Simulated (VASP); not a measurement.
Set up this calculation in VASP 6.6.1, as the native input.

```yaml
Task: single point
Functional: LDA
Potentials_or_basis: VASP PAW LDA potentials, release 64 (Y_sv)
Cutoff: 520 eV
k_mesh: 8 × 8 × 10
Occupations: fermi-dirac, width 0.1 eV
Spin: no spin polarisation
Dipole_correction: no
Further_INCAR_settings: ALGO = Normal; EDIFF = 1e-06; NBANDS = 24
```

The structure of Y lies in POSCAR:

```
Y
1.0
    5.3260282863      0.0000000000      0.0000000000
   -2.6630141431      4.6124757972      0.0000000000
    0.0000000000      0.0000000000      3.3160137279
Y
3
Direct
    0.0000000000      0.0000000000      0.0000000000
    0.3333333333      0.6666666667      0.5000000000
    0.6666666667      0.3333333333      0.5000000000
```

This cell differs from its parent crystal: volume scaled by 0.92.

The input as run:

INCAR

```
SYSTEM = Y
PREC = Accurate ; ENCUT = 520
EDIFF = 1E-6 ; ISMEAR = -1
SIGMA = 0.1 ; LREAL = .False.
LASPH = .True. ; NELM = 80
ALGO = Normal ; ISIF = 2
LWAVE = .False. ; LCHARG = .False.
GGA = CA ; NBANDS = 24
```

KPOINTS

```
regular mesh
0
Gamma
  8 8 10
  0 0 0
```

Potentials or basis: VASP PAW LDA potentials, release 64 (Y_sv).

Launch:

```console
$ cat potpaw_LDA.64/Y_sv/POTCAR > POTCAR
$ mpirun -np 1 vasp_std > vasp.out
```

It gave:

```yaml
Pressure: 4.0 GPa
```

Wall time 100 s on 1 thread of Intel(R) Xeon(R) Platinum 8259CL CPU @ 2.50GHz (Skylake/Cascade Lake), with other jobs on the host, peak memory 0.24 GiB.
